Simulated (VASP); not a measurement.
The system is CoO.

```
CELL_PARAMETERS angstrom
0.00000 2.24997 2.24997
2.24997 0.00000 2.24997
2.24997 2.24997 0.00000
ATOMIC_POSITIONS crystal
Co 0.00000 0.00000 0.00000
O 0.25000 0.25000 0.25000
```

```yaml
Program: VASP 6.6.1
Task: relaxation of cell and atoms
Functional: PBE
Potentials_or_basis: VASP PAW PBE potentials, release 64 (Co, O)
Cutoff: 600 eV
k_mesh: 16 × 16 × 16
Occupations: gaussian, width 0.1 eV
Spin: no spin polarisation
```

At the start: pressure -14.1 GPa; volume 11.39 Å³/atom.

**Question.** How do energy, volume and symmetry change on relaxing?

**Answer.** Over 3 steps the energy falls by 49.4 meV/atom and the volume is 10.37 Å³/atom (-8.9 %); space group F-43m (No. 216, to 0.05 Å).

Step by step:
```
step  energy change (eV)  largest force (eV/Å)  pressure (GPa)  volume (Å³)
   1              0.0000                0.0000          -14.10        22.78
   2             -0.0597                0.0000           11.89        19.63
   3             -0.0988                0.0000           -0.05        20.75
```

Final structure:
```
CELL_PARAMETERS angstrom
0.00000 2.18093 2.18093
2.18093 0.00000 2.18093
2.18093 2.18093 0.00000
ATOMIC_POSITIONS crystal
Co 0.00000 0.00000 0.00000
O 0.25000 0.25000 0.25000
```

Caveat: an odd number of electrons without spin polarisation forces a metal; a magnetic or distorted state may lie lower; the run has no spin polarisation, though such a crystal can be magnetic.
